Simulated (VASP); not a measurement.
A run of VASP 6.6.1:

The input INCAR:

```
PREC = Accurate ; ENCUT = 520
EDIFF = 1E-7 ; ISMEAR = 0
SIGMA = 0.1 ; LREAL = False
LASPH = True ; NELM = 100
ALGO = Normal ; ISIF = 2
LWAVE = False ; LCHARG = False
GGA = PE ; NBANDS = 20
```

File KPOINTS:

```
regular mesh
0
Gamma
  8 4 2
```

File POSCAR:

```
Be4H
1.0
    2.2243024946      0.0000000000      0.0000000000
   -0.0007712463      3.8257698448      0.0000000000
   -1.0476344551     -1.4143080842      9.6507278953
Be H
8 2
Direct
    0.6173671564      0.4814548513      0.7179003658
    0.1140551797      0.9876166370      0.7108015740
    0.7958107162      0.6169445372      0.0972525959
    0.2933227844      0.1170019650      0.0918992774
    0.3826328436      0.5185451487      0.2820996342
    0.8859448203      0.0123833630      0.2891984260
    0.2041892838      0.3830554628      0.9027474041
    0.7066772156      0.8829980350      0.9081007226
    0.4269846599      0.2178231504      0.3766603279
    0.5730153401      0.7821768496      0.6233396721
```

Potentials or basis: VASP PAW PBE potentials, release 64 (Be, H).

The run is started by

```bash
$ cat potpaw_PBE.64/Be/POTCAR potpaw_PBE.64/H/POTCAR > POTCAR
$ mpirun -np 1 vasp_std > vasp.out
```

Hardware: 1 thread of Intel(R) Xeon(R) Platinum 8259CL CPU @ 2.50GHz (Skylake/Cascade Lake), on a shared host.

Problem. How long does it take, and how much memory?

Solution. Run time: 84 s on 1 thread of Intel(R) Xeon(R) Platinum 8259CL CPU @ 2.50GHz (Skylake/Cascade Lake), with other jobs on the host, peak memory 0.2 GiB. Counts: scf iterations 14, k points 36.
